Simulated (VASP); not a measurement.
# Ga2Si3Au in VASP: further runs, part 2 of 2

VASP 6.6.1. The steps go on from the part before.

## (4) Single point, PBE

File INCAR:

```
SYSTEM = Ga2Si3Au
ALGO     = Normal         ! electronic algorithm
EDIFF    = 1E-6           ! SCF threshold, eV
ENCUT    = 520            ! plane-wave cutoff, eV
GGA      = PE             ! functional
ISIF     = 2              ! what is computed and relaxed
ISMEAR   = -1             ! smearing method
ISYM     = 0            
LASPH    = .TRUE.         ! aspherical terms in the spheres
LCHARG   = .FALSE.        ! write CHGCAR
LREAL    = Auto         
LWAVE    = .FALSE.        ! write WAVECAR
NBANDS   = 116            ! bands
NELM     = 60             ! most SCF steps
PREC     = Accurate       ! precision mode
SIGMA    = 0.0586         ! smearing width, eV
```

File KPOINTS:

```
Automatic mesh
0
Gamma
  1 1 1
  0.25 0.25 0.25
```

File POSCAR:

```
Ga2Si3Au
1.0
    7.3073390000     -0.0440410000     -0.0833530000
   -0.0440410000      7.3836060000     -0.0558830000
   -0.0833530000     -0.0558830000      7.7526330000
Si Ga Au
12 8 4
Direct
    0.1593552614      0.5572388485      0.8480385848
    0.5701802021      0.4166667150      0.5487098146
    0.8783208330      0.0425535857      0.0460208420
    0.2359547905      0.6119376232      0.4138579048
    0.1173485829     -0.0654187774      0.4975104018
    0.6703615509     -0.0287842831      0.7665086293
    0.1744149341      0.3267280676      0.5795306643
    0.8618339280      0.7589838047      0.1489960553
    0.8054916279      0.3146883668      0.7967943115
    0.1087410324      0.2453877890      0.9662095313
    0.5540754497      0.6339248954      0.2438599216
    0.8464587671      0.6905216296      0.8318944413
    0.5011795490      0.6170044159      0.9007758882
    0.3706342727      0.2969555124      0.2461106109
    0.2119537813      0.9011188513      0.1482365034
    0.1429390663      0.9177863864      0.8353146675
    0.8724410675      0.6146584203      0.4902818870
    0.5085981288      0.7439639644      0.5756244515
    0.5140359810      0.0618762505      0.4426604834
    0.8409109011      0.1700094700      0.5247997791
    0.7557026160      0.3291539507      0.1576899346
    0.5134842738      1.0020047486      0.0848364015
    0.0847924547      0.5220309310      0.1614152714
    0.3970330781      0.2184462407      0.8168716782
```

Potentials or basis: VASP PAW PBE potentials, release 64 (Si, Ga_d, Au).

Launch:

```
cat potpaw_PBE.64/Si/POTCAR potpaw_PBE.64/Ga_d/POTCAR potpaw_PBE.64/Au/POTCAR > POTCAR
mpirun -np 1 vasp_std > vasp.out
```

OUTCAR:

```text
SYSTEM = Ga2Si3Au
   EDIFF = 1E-6
   ENCUT = 520
   GGA = PE
   ISIF = 2
   ISMEAR = -1
   ISYM = 0
   LASPH = .TRUE.
   LREAL = Auto
   NELM = 60
   PREC = Accurate

 ion  position               nearest neighbor table
   1  0.159  0.557  0.848-  12 2.50  10 2.52  23 2.52  13 2.55  16 2.67   7 2.67  24 3.07   9 3.14

   2  0.570  0.417  0.549-  18 2.47   9 2.67  17 2.68  20 2.71  19 2.76  14 2.86  24 2.87  11 2.88
                             7 2.98   4 3.03
   3  0.878  0.043  0.046-   8 2.25  10 2.34  21 2.46   6 2.66  22 2.70  16 2.72  15 2.77   9 2.85
                            12 3.07
   4  0.236  0.612  0.414-  23 2.31  18 2.51   7 2.52   5 2.62  11 2.70  17 2.73  14 2.84  15 2.99
                             2 3.03
   5  0.117  0.935  0.498-   4 2.62  16 2.63  20 2.69  15 2.82  17 2.95   7 2.98
   6  0.670  0.971  0.767-  18 2.49  12 2.50   3 2.66  20 2.71   9 2.72  22 2.75  24 2.75  19 2.83
[... 18 lines left out ...]
  16  0.143  0.918  0.835-  15 2.47  10 2.63   5 2.63   1 2.67   3 2.72  12 2.72  24 2.88
  17  0.872  0.615  0.490-   2 2.68  12 2.71   4 2.73   8 2.87   5 2.95  11 2.98  23 3.09
  18  0.509  0.744  0.576-   2 2.47   6 2.49   4 2.51  19 2.58  13 2.70  11 2.71
  19  0.514  0.062  0.443-  14 2.55  20 2.57  18 2.58   2 2.76  22 2.80   6 2.83  24 3.24
  20  0.841  0.170  0.525-   9 2.37  19 2.57   5 2.69   7 2.71   2 2.71   6 2.71  21 3.15
  21  0.756  0.329  0.158-   3 2.46  23 2.78  11 2.79   9 2.83  14 2.92  22 3.02  10 3.07  20 3.15
                             8 3.26
  22  0.513  0.002  0.085-  15 2.38   3 2.70  14 2.73   6 2.75  24 2.77  19 2.80  11 3.02  21 3.02
                            13 3.16   8 3.17
  23  0.085  0.522  0.161-   4 2.31   8 2.41   1 2.52  10 2.53  14 2.76  21 2.78  15 2.94  17 3.09
                            12 3.33
  24  0.397  0.218  0.817-  10 2.44   7 2.57   6 2.75  22 2.77   2 2.87  16 2.88   9 3.07   1 3.07
                            13 3.09  19 3.24

IMPORTANT INFORMATION: All symmetrisations will be switched off!
NOSYMM: (Re-)initialisation of all symmetry stuff for point group C_1.

----------------------------------------------------------------------------------------

                                     Primitive cell

  volume of cell :     418.2000

  direct lattice vectors                    reciprocal lattice vectors
     7.307339000 -0.044041000 -0.083353000     0.136870563  0.000827575  0.001477539
    -0.044041000  7.383606000 -0.055883000     0.000827575  0.135447572  0.000985239
    -0.083353000 -0.055883000  7.752633000     0.001477539  0.000985239  0.129011423

  length of vectors
     7.307947085  7.383948814  7.753282470     0.136881040  0.135453683  0.129023645

  position of ions in fractional coordinates (direct lattice)
     0.159355261  0.557238848  0.848038585
     0.570180202  0.416666715  0.548709815
     0.878320833  0.042553586  0.046020842
     0.235954791  0.611937623  0.413857905
     0.117348583  0.934581223  0.497510402
     0.670361551  0.971215717  0.766508629
[... 16 lines left out ...]
     0.084792455  0.522030931  0.161415271
     0.397033078  0.218446241  0.816871678

  ion indices of the primitive-cell ions
   primitive index   ion index
                 1           1
                 2           2
                 3           3
                 4           4
                 5           5
                 6           6
[... 16 lines left out ...]
                23          23
                24          24

----------------------------------------------------------------------------------------

 KPOINTS: Automatic mesh

Automatic generation of k-mesh.
[... 25 lines left out ...]
   number of dos      NEDOS =    301   number of ions     NIONS =     24
   total plane-waves  NPLWV = 181440
   dimension x,y,z NGX =    54 NGY =   56 NGZ =   60
   dimension x,y,z NGXF=   108 NGYF=  112 NGZF=  120
   ions per type =              12   8   4
   NGX,Y,Z   is equivalent  to a cutoff of  12.28, 12.61, 12.87 a.u.
   NGXF,Y,Z  is equivalent  to a cutoff of  24.57, 25.22, 25.73 a.u.
 SYSTEM =  Ga2Si3Au
   PREC   = accura    normal or accurate (medium, high low for compatibility)
   ISTART =      0    job   : 0-new  1-cont  2-samecut
   ICHARG =      2    charge: 1-file 2-atom 10-const
   ISPIN  =      1    spin polarized calculation?
   LNONCOLLINEAR =      F non collinear calculations
   LSORBIT =      F    spin-orbit coupling
   LASPH  =      T    aspherical Exc in radial PAW
   ENCUT  =  520.0 eV  38.22 Ry    6.18 a.u.  13.59 13.73 14.42*2*pi/ulx,y,z
   NELM   =     60;   NELMIN=  2; NELMDL= -5     # of ELM steps
   EDIFF  = 0.1E-05   stopping-criterion for ELM
   LREAL  =      T    real-space projection
   EDIFFG = 0.1E-04   stopping-criterion for IOM
   NSW    =      0    number of steps for IOM
   IBRION =     -1    ionic relax: 0-MD 1-quasi-New 2-CG
   NFREE  =      0    steps in history (QN), initial steepest desc. (CG)
   ISIF   =      2    stress and relaxation
   ISYM   =      0    0-nonsym 1-usesym 2-fastsym
   POTIM  = 0.5000    time-step for ionic-motion
   TEBEG  =    0.0;   TEEND  =   0.0 temperature during run
   PSTRESS=    0.0 pullay stress
   NELECT =     196.0000    total number of electrons
   NUPDOWN=      -1.0000    fix difference up-down
   EMIN   =  10.00;   EMAX   =-10.00  energy-range for DOS
   EFERMI =   0.00;   METHOD = LEGACY
   ISMEAR =    -1;   SIGMA  =   0.06  broadening in eV -4-tet -1-fermi 0-gaus
   EFERMI_NEDOS =   21; number of points for ismear=-14 and -15
   IALGO  =     38    algorithm
   IMIX   =      4    mixing-type and parameters
     AMIX     =   0.40;   BMIX     =  1.00
     AMIX_MAG =   1.60;   BMIX_MAG =  1.00
  volume/ion in A,a.u.               =      17.42       117.59
  Fermi-wavevector in a.u.,A,eV,Ry     =   1.271644  2.403059 22.001686  1.617078
  Thomas-Fermi vector in A             =   2.404566
   LORBIT       =      0    0 simple, 1 ext, 2 COOP (PROOUT), +10 PAW based schemes
   GGA     = PE    functional components
   LHFCALC =     F    Hartree Fock is set to
   AEXX    =    0.0000 exact exchange contribution
   IVDW    =     0    specifies the selected vdW correction
   LEPSILON=     F    determine dielectric tensor
   LRPA    =     F    only Hartree local field effects (RPA)
 non-spin polarized calculation
  energy-cutoff  :      520.00
  volume of cell :      418.20
 maximum number of plane-waves:     11241
 NGX is ok and might be reduce to    54
   NGX = 27   NGY = 27   NGZ = 29

 number of electron     195.9999995 magnetization

 Free energy of the ion-electron system (eV)
  ---------------------------------------------------
  ext. energy  EPLUGINS =         0.00000000
  ---------------------------------------------------
  free energy    TOTEN  =       -94.72925637 eV

  energy without entropy =      -94.71487364  energy(sigma->0) =      -94.72206500

 E-fermi :   7.5824     XC(G=0): -11.0043

 val. band max:        7.3180474364   @ k =   0.2500   0.2500   0.2500
 cond. band min:       7.8488954937   @ k =   0.2500   0.2500   0.2500
 fundamental gap:      0.5308480573
 Fermi energy:         7.5824138383

 k-point     1 :       0.2500    0.2500    0.2500
  band No.  band energies     occupation
      1      -7.6606      2.00000
      2      -7.5978      2.00000
      3      -7.5924      2.00000
      4      -7.5652      2.00000
      5      -7.5471      2.00000
      6      -7.5357      2.00000
[... 102 lines left out ...]
    109       9.6675      0.00000
    110       9.8369      0.00000
 [bands above 110 left out]

------------------------ aborting loop because EDIFF is reached ----------------------------------------

  FORCE on cell =-STRESS in cart. coord.  units (eV):
  Direction    XX          YY          ZZ          XY          YZ          ZX
  --------------------------------------------------------------------------------------
  -------------------------------------------------------------------------------------
  Total       12.8078968     11.0490688      9.9100198     12.5486949     11.8736724     10.1501490
  in kB       49.0686841     42.3303898     37.9665483     48.0756487     45.4895513     38.8865136
  external PRESSURE =      43.1218741 kB  Pullay stress =       0.0000000 kB

 VOLUME and BASIS-vectors are now :
 -----------------------------------------------------------------------------
  energy-cutoff  :      520.00
  volume of cell :      418.20
      direct lattice vectors                 reciprocal lattice vectors
     7.307339000 -0.044041000 -0.083353000     0.136870563  0.000827575  0.001477539
    -0.044041000  7.383606000 -0.055883000     0.000827575  0.135447572  0.000985239
    -0.083353000 -0.055883000  7.752633000     0.001477539  0.000985239  0.129011423

 POSITION                                       TOTAL-FORCE (eV/Angst)
 -----------------------------------------------------------------------------------
      1.06924      4.06002      6.53011         0.309399      0.133311     -0.975912
      4.10241      3.02073      4.18313        -0.149202     -0.832464      0.280898
      6.41248      0.27295      0.28119        -0.499709      0.324973      0.062639
      1.66276      4.48479      3.15462         0.337198      0.480827      1.165124
      0.77488      6.86761      3.79501         0.350074     -0.209090     -0.380015
      4.79189      7.09872      5.83231         0.165618      0.721292      0.785431
[... 16 lines left out ...]
      0.58316      3.84172      1.21515         0.338216     -0.594169     -0.624999
      2.82355      1.54979      6.28760         0.891713      0.344718     -0.810461
 -----------------------------------------------------------------------------------
    total drift:                                0.002270      0.003956     -0.012275

  FREE ENERGIE OF THE ION-ELECTRON SYSTEM (eV)
  ---------------------------------------------------
  free  energy   TOTEN  =       -94.7292563657 eV

  energy  without entropy=      -94.7148736439  energy(sigma->0) =      -94.72206500
```

Wall time 73 s (1 thread of Intel Xeon Platinum 8559C (Emerald Rapids), shared host); peak memory 0.43 GiB.

What came out:

```yaml
Free_energy: -94.7293 eV
Pressure: 4.3 GPa
Largest_force: 1.982 eV/Å
Band_gap_on_the_k_mesh: 0.53 eV
```

Forces in eV/Å, atoms in the order of the input:
```
Si   0.309  0.133 -0.976
Si  -0.149 -0.832  0.281
Si  -0.500  0.325  0.063
Si   0.337  0.481  1.165
Si   0.350 -0.209 -0.380
Si   0.166  0.721  0.785
Si  -0.015  0.282 -0.015
Si  -1.235 -0.536  0.795
Si  -0.208  0.784  0.383
Si  -0.381  0.665  0.455
Si   0.665  0.368  0.082
Si  -0.495 -0.226  0.223
Ga  -0.163 -0.133  0.080
Ga  -0.371  0.284 -0.313
Ga  -0.833 -0.754  1.632
Ga   0.315 -0.392 -1.691
Ga   0.151  0.430 -0.044
Ga  -0.488  0.185 -0.064
Ga  -0.414 -0.487 -0.159
Ga   0.897 -0.579 -1.049
Au  -0.683 -0.106  0.161
Au   1.515 -0.152  0.019
Au   0.338 -0.594 -0.625
Au   0.892  0.345 -0.810
```

Levels at points of the mesh, in eV from the valence-band top:
```csv
k point,band 95,band 96,band 97,band 98,band 99,band 100,band 101,band 102
"(0.25, 0.25, 0.25)",-0.58,-0.42,-0.32,0.00,0.53,0.72,0.88,1.04
```

Caveat: the k points lie up to 0.86 Å⁻¹ apart; spin-orbit coupling is left out, which moves the levels of the heavy elements.
